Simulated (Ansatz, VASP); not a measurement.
Ru in VASP and in Ansatz

```xyz
2
Lattice="0.0000 2.4923 2.4923 2.4923 0.0000 2.4923 2.4923 2.4923 0.0000" Properties=species:S:1:pos:R:3 pbc="T T T"
Ru    2.4923    2.4923    2.4923
Ru    3.7385    3.7385    3.7385
```

Alike in both runs: task relaxation of cell and atoms; functional PBEsol; k mesh 6 × 6 × 6; occupations gaussian, width 0.1 eV; no spin polarisation.

```csv
,VASP,Ansatz
version,VASP 6.6.1,Ansatz 0.2.0
potentials or method,"VASP PAW PBE potentials, release 64 (Ru_pv), cutoff 500 eV","scalar-relativistic, plane waves, PAW"
valence electrons in the cell,28,32
```

```tsv
	VASP	Ansatz	Ansatz less VASP
gap on the k mesh at the Fermi level, each at its own relaxed structure (eV)	none	none	-
relaxed volume (Å³/atom)	19.58	19.58	0.000
relaxed cell length with the largest relative difference (Å)	3.811	3.811	0.0000
```

VASP's potentials were made for PBE, not for PBEsol. A gap of «none» marks a metal or a gap that the smearing closes. VASP's potentials hold 28 valence electrons a cell and Ansatz's 32, so a difference there can come from the potentials and not from the codes.

The k mesh is coarse, so the values compare programs but aren't converged. Noted on VASP's run: the volume moved by over 15 % at a fixed basis, so the end points are rough.
